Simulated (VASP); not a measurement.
# Al2O5 (C2/m) in VASP: a series of runs, part 2 of 2

VASP 6.6.1.

### Step 3. Single point, PBE

This run uses another cell than the first one, of 12.47 Å³/atom.

Input file INCAR:

```
PREC     = Accurate       # precision mode
ENCUT    = 520            # plane-wave cutoff, eV
EDIFF    = 1E-7           # SCF threshold, eV
ISMEAR   = 0              # smearing method
SIGMA    = 0.02           # smearing width, eV
LREAL    = F              # projectors in reciprocal space
LASPH    = T              # aspherical terms in the spheres
NELM     = 60             # most SCF steps
ALGO     = Normal         # electronic algorithm
ISIF     = 2              # what is computed and relaxed
LWAVE    = F              # write WAVECAR
LCHARG   = T              # write CHGCAR
GGA      = PE             # functional
LELF     = T              # ELF
LVHAR    = T            
NBANDS   = 27             # bands
```

Input file KPOINTS:

```
regular mesh
0
Gamma
  10 10 6
```

Input file POSCAR:

```
Al2O5
1.0
    5.1963234707     -1.5098492493     -0.9341463642
    5.1963234707      1.5098492493     -0.9341463642
   -5.5962955696      0.0000000000      6.5685630711
Al O
2 5
Direct
    0.4079670584      0.4079670584      0.6825317694
    0.5920329416      0.5920329416      0.3174682306
    0.6232538576      0.6232538576      1.0076851245
    0.3767461424      0.3767461424     -0.0076851245
    0.0000000000      0.0000000000      0.0000000000
    0.1286951887      0.1286951887      0.4557717666
    0.8713048113      0.8713048113      0.5442282334
```

Potentials or basis: VASP PAW PBE potentials, release 64 (Al, O).

Run with:

```
$ cat potpaw_PBE.64/Al/POTCAR potpaw_PBE.64/O/POTCAR > POTCAR
$ mpirun -np 1 vasp_std > vasp.out
```

OUTCAR:

```text
PREC = Accurate
   ENCUT = 520
   EDIFF = 1E-7
   ISMEAR = 0
   LREAL = F
   LASPH = T
   NELM = 60
   ISIF = 2
   GGA = PE

 ion  position               nearest neighbor table
   1  0.408  0.408  0.683-   7 1.77   7 1.77   3 1.78   6 1.90   5 2.57   5 2.57   2 2.66   2 2.66

   2  0.592  0.592  0.317-   6 1.77   6 1.77   4 1.78   7 1.90   5 2.57   5 2.57   1 2.66   1 2.66

   3  0.623  0.623  0.008-   1 1.78   5 1.96   5 1.96
   4  0.377  0.377  0.992-   2 1.78   5 1.96   5 1.96
   5  0.000  0.000  0.000-   3 1.96   3 1.96   4 1.96   4 1.96   1 2.57   2 2.57   1 2.57   2 2.57

   6  0.129  0.129  0.456-   2 1.77   2 1.77   1 1.90
   7  0.871  0.871  0.544-   1 1.77   1 1.77   2 1.90

  Warning from LATTYP: Got some problem with cell dimensions!
  Tried to take original basis but could not verify dimensions!
  LATTYP: Found a base centered monoclinic cell.
 ALAT       =    10.5592437309
 B/A-ratio  =     0.2859767778
 C/A-ratio  =     0.6359801384
 COS(beta)  =    -0.5791164166

  Lattice vectors:

 A1 = (  -5.1963234707,   1.5098492493,   0.9341463642)
 A2 = (  -5.1963234707,  -1.5098492493,   0.9341463642)
 A3 = (   4.7963513718,  -0.0000000000,   4.7002703427)

Analysis of symmetry for initial positions (statically):
=====================================================================
 Subroutine PRICEL returns:
 Original cell was already a primitive cell.

 Routine SETGRP: Setting up the symmetry group for a
 base centered monoclinic supercell.

 Subroutine GETGRP returns: Found  4 space group operations
 (whereof  4 operations were pure point group operations)
 out of a pool of  4 trial point group operations.

The static configuration has the point symmetry C_2h.

Analysis of symmetry for dynamics (positions and initial velocities):
=====================================================================
 Subroutine PRICEL returns:
 Original cell was already a primitive cell.

 Routine SETGRP: Setting up the symmetry group for a
 base centered monoclinic supercell.

 Subroutine GETGRP returns: Found  4 space group operations
 (whereof  4 operations were pure point group operations)
 out of a pool of  4 trial point group operations.

The dynamic configuration has the point symmetry C_2h.

 Subroutine INISYM returns: Found  4 space group operations
 (whereof  4 operations are pure point group operations),
 and found     1 'primitive' translations

----------------------------------------------------------------------------------------

                                     Primitive cell

  volume of cell :      87.2832

  direct lattice vectors                    reciprocal lattice vectors
     5.196323471 -1.509849249 -0.934146364     0.113624798 -0.331158889  0.096806249
     5.196323471  1.509849249 -0.934146364     0.113624798  0.331158889  0.096806249
    -5.596295570  0.000000000  6.568563071     0.032318238  0.000000000  0.179774846

  length of vectors
     5.491270508  5.491270508  8.629284149     0.363246823  0.363246823  0.182656682

  position of ions in fractional coordinates (direct lattice)
     0.407967058  0.407967058  0.682531769
     0.592032942  0.592032942  0.317468231
     0.623253858  0.623253858  0.007685125
[... 45 lines left out ...]
  0.200000 -0.000000  0.000000      4.000000
  0.300000 -0.000000  0.000000      4.000000
  0.400000 -0.000000  0.000000      4.000000
  0.500000 -0.000000  0.000000      2.000000
[... 16 lines left out ...]
  0.300000  0.300000  0.000000      2.000000
  0.400000  0.300000  0.000000      4.000000
 [... further k-points ...]
   k-points           NKPTS =    172   k-points in BZ     NKDIM =    172   number of bands    NBANDS=     27
   number of dos      NEDOS =    301   number of ions     NIONS =      7
   total plane-waves  NPLWV = 112896
   dimension x,y,z NGX =    42 NGY =   42 NGZ =   64
   dimension x,y,z NGXF=    84 NGYF=   84 NGZF=  128
   ions per type =               2   5
   NGX,Y,Z   is equivalent  to a cutoff of  12.72, 12.72, 12.33 a.u.
   NGXF,Y,Z  is equivalent  to a cutoff of  25.43, 25.43, 24.66 a.u.
 SYSTEM =  unknown system
   PREC   = accura    normal or accurate (medium, high low for compatibility)
   ISTART =      0    job   : 0-new  1-cont  2-samecut
   ICHARG =      2    charge: 1-file 2-atom 10-const
   ISPIN  =      1    spin polarized calculation?
   LNONCOLLINEAR =      F non collinear calculations
   LSORBIT =      F    spin-orbit coupling
   LASPH  =      T    aspherical Exc in radial PAW
   ENCUT  =  520.0 eV  38.22 Ry    6.18 a.u.  10.21 10.21 16.04*2*pi/ulx,y,z
   NELM   =     60;   NELMIN=  2; NELMDL= -5     # of ELM steps
   EDIFF  = 0.1E-06   stopping-criterion for ELM
   LREAL  =      F    real-space projection
   EDIFFG = 0.1E-05   stopping-criterion for IOM
   NSW    =      0    number of steps for IOM
   IBRION =     -1    ionic relax: 0-MD 1-quasi-New 2-CG
   NFREE  =      0    steps in history (QN), initial steepest desc. (CG)
   ISIF   =      2    stress and relaxation
   ISYM   =      2    0-nonsym 1-usesym 2-fastsym
   POTIM  = 0.5000    time-step for ionic-motion
   TEBEG  =    0.0;   TEEND  =   0.0 temperature during run
   PSTRESS=    0.0 pullay stress
   NELECT =      36.0000    total number of electrons
   NUPDOWN=      -1.0000    fix difference up-down
   EMIN   =  10.00;   EMAX   =-10.00  energy-range for DOS
   EFERMI =   0.00;   METHOD = LEGACY
   ISMEAR =     0;   SIGMA  =   0.02  broadening in eV -4-tet -1-fermi 0-gaus
   EFERMI_NEDOS =   21; number of points for ismear=-14 and -15
   IALGO  =     38    algorithm
   IMIX   =      4    mixing-type and parameters
     AMIX     =   0.40;   BMIX     =  1.00
     AMIX_MAG =   1.60;   BMIX_MAG =  1.00
  volume/ion in A,a.u.               =      12.47        84.15
  Fermi-wavevector in a.u.,A,eV,Ry     =   1.218612  2.302842 20.204852  1.485015
  Thomas-Fermi vector in A             =   2.353892
   LORBIT       =      0    0 simple, 1 ext, 2 COOP (PROOUT), +10 PAW based schemes
   GGA     = PE    functional components
   LHFCALC =     F    Hartree Fock is set to
   AEXX    =    0.0000 exact exchange contribution
   IVDW    =     0    specifies the selected vdW correction
   LEPSILON=     F    determine dielectric tensor
   LRPA    =     F    only Hartree local field effects (RPA)
 non-spin polarized calculation
 Gauss-broadening in eV      SIGMA  =   0.02
  energy-cutoff  :      520.00
  volume of cell :       87.28
 maximum number of plane-waves:      2374
 NGX is ok and might be reduce to    42
   NGX = 21   NGY = 21   NGZ = 33

 number of electron      35.9999999 magnetization

 Free energy of the ion-electron system (eV)
  ---------------------------------------------------
  ext. energy  EPLUGINS =         0.00000000
  ---------------------------------------------------
  free energy    TOTEN  =       -42.12992005 eV

  energy without entropy =      -42.12992005  energy(sigma->0) =      -42.12992005

 E-fermi :   0.9438     XC(G=0):  -9.2329

 val. band max:        0.8088149036   @ k =   0.0000   0.0000   0.0000
 cond. band min:       1.4227717406   @ k =   0.5000   0.5000   0.3333
 fundamental gap:      0.6139568370
 Fermi energy:         0.9438212802

 k-point     1 :       0.0000    0.0000    0.0000
  band No.  band energies     occupation
      1     -18.5726      2.00000
      2     -17.1688      2.00000
      3     -15.8482      2.00000
      4     -15.3778      2.00000
      5     -13.4243      2.00000
      6      -4.6000      2.00000
[... 709 lines left out ...]
     26      13.0494      0.00000
     27      13.7451      0.00000

 [... further k-points ...]

------------------------ aborting loop because EDIFF is reached ----------------------------------------

  FORCE on cell =-STRESS in cart. coord.  units (eV):
  Direction    XX          YY          ZZ          XY          YZ          ZX
  --------------------------------------------------------------------------------------
  -------------------------------------------------------------------------------------
  Total       -0.0805191      0.0748880      0.0137208      0.0000000      0.0000000      0.0291804
  in kB       -1.4780139      1.3746491      0.2518594      0.0000000      0.0000000      0.5356369
  external PRESSURE =       0.0494982 kB  Pullay stress =       0.0000000 kB

 VOLUME and BASIS-vectors are now :
 -----------------------------------------------------------------------------
  energy-cutoff  :      520.00
  volume of cell :       87.28
      direct lattice vectors                 reciprocal lattice vectors
     5.196323471 -1.509849249 -0.934146364     0.113624798 -0.331158889  0.096806249
     5.196323471  1.509849249 -0.934146364     0.113624798  0.331158889  0.096806249
    -5.596295570  0.000000000  6.568563071     0.032318238  0.000000000  0.179774846

 POSITION                                       TOTAL-FORCE (eV/Angst)
 -----------------------------------------------------------------------------------
      0.42021      0.00000      3.72105         0.015684      0.000000     -0.005898
      4.37614      0.00000      0.97922        -0.015684      0.000000      0.005898
      6.43425      0.00000     -1.11394         0.010753      0.000000      0.020422
     -1.63790      0.00000      5.81421        -0.010753      0.000000     -0.020422
      0.00000      0.00000      0.00000         0.000000      0.000000      0.000000
     -1.21315      0.00000      2.75333         0.002011      0.000000     -0.000903
      6.00950      0.00000      1.94695        -0.002011      0.000000      0.000903
 -----------------------------------------------------------------------------------
    total drift:                                0.000000     -0.000000     -0.000000

  FREE ENERGIE OF THE ION-ELECTRON SYSTEM (eV)
  ---------------------------------------------------
  free  energy   TOTEN  =       -42.1299200526 eV

  energy  without entropy=      -42.1299200526  energy(sigma->0) =      -42.12992005
```

It took 23 min on 1 thread of Oxide Virtual Turin-like, shared host; peak memory 0.47 GiB.

Results:

- Free energy: -42.1299 eV
- Pressure: 0.0 GPa
- Largest force: 0.023 eV/Å
- Band gap on the k mesh: 0.61 eV (least direct gap 0.76 eV)

Forces on the atoms (eV/Å):
```
Al   0.016  0.000 -0.006
Al  -0.016  0.000  0.006
O    0.011  0.000  0.020
O   -0.011  0.000 -0.020
O    0.000  0.000  0.000
O    0.002  0.000 -0.001
O   -0.002  0.000  0.001
```

Levels at points of the mesh, in eV from the valence-band top:
```
           k point  band 15  band 16  band 17  band 18  band 19  band 20  band 21  band 22
(0.00, 0.00, 0.00)    -0.83    -0.81    -0.60     0.00     1.31     2.31     5.04     8.47
(0.50, 0.00, 0.00)    -1.11    -0.78    -0.69    -0.05     2.23     2.64     8.78     9.10
(0.50, 0.50, 0.00)    -0.97    -0.84    -0.46    -0.14     0.62     2.18     7.24     7.80
(0.00, 0.00, 0.50)    -1.68    -0.57    -0.52    -0.17     1.33     2.30     6.69     8.08
(0.50, 0.00, 0.50)    -1.03    -0.93    -0.68    -0.03     2.24     2.64     8.83     8.93
(0.50, 0.50, 0.50)    -1.05    -0.71    -0.48    -0.16     0.62     2.19     6.12     7.69
```

A k mesh can miss the band edges.
